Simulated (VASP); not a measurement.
FePt, 2 atoms in the cell. It takes space group P4/mmm (No. 123, tetragonal). Conventional cell: a = 2.724 Å, b = 2.724 Å, c = 3.720 Å, α = 90.00°, β = 90.00°, γ = 90.00°. Pt (site symmetry 4/mmm) has 8 Fe at 2.68 Å and 4 Pt at 2.72 Å within 3.5 Å. Within 3.5 Å of Fe (site symmetry 4/mmm) lie 8 Pt at 2.68 Å and 4 Fe at 2.72 Å. 

| Property | Result |
| --- | --- |
| Program | VASP 6.6.1 |
| Task | single point |
| Functional | RPBE |
| Potentials or basis | VASP PAW PBE potentials, release 64 (Pt, Fe) |
| Cutoff | 520 eV |
| k mesh | 10 × 10 × 7 |
| Occupations | fermi-dirac, width 0.05 eV |
| Spin | collinear spin, ferromagnetic start |
| Starting moments | [0.0, 3.0] μB |
| Dipole correction | no |
| Further INCAR settings | ALGO = Fast; EDIFF = 1e-06; NBANDS = 20 |

Potentials or basis: VASP PAW PBE potentials, release 64 (Pt, Fe).

Run with:

```sh
$ cat potpaw_PBE.64/Pt/POTCAR potpaw_PBE.64/Fe/POTCAR > POTCAR
$ mpirun -np 1 vasp_std > vasp.out
```

Hardware: 1 thread of Intel(R) Xeon(R) Platinum 8559C (Emerald Rapids), on a shared host.

Question: Estimate the wall time of this run.

Answer: Run time: 46 s on 1 thread of Intel(R) Xeon(R) Platinum 8559C (Emerald Rapids), on a shared host, peak memory 0.2 GiB. Counts: scf iterations 15, k points 84.
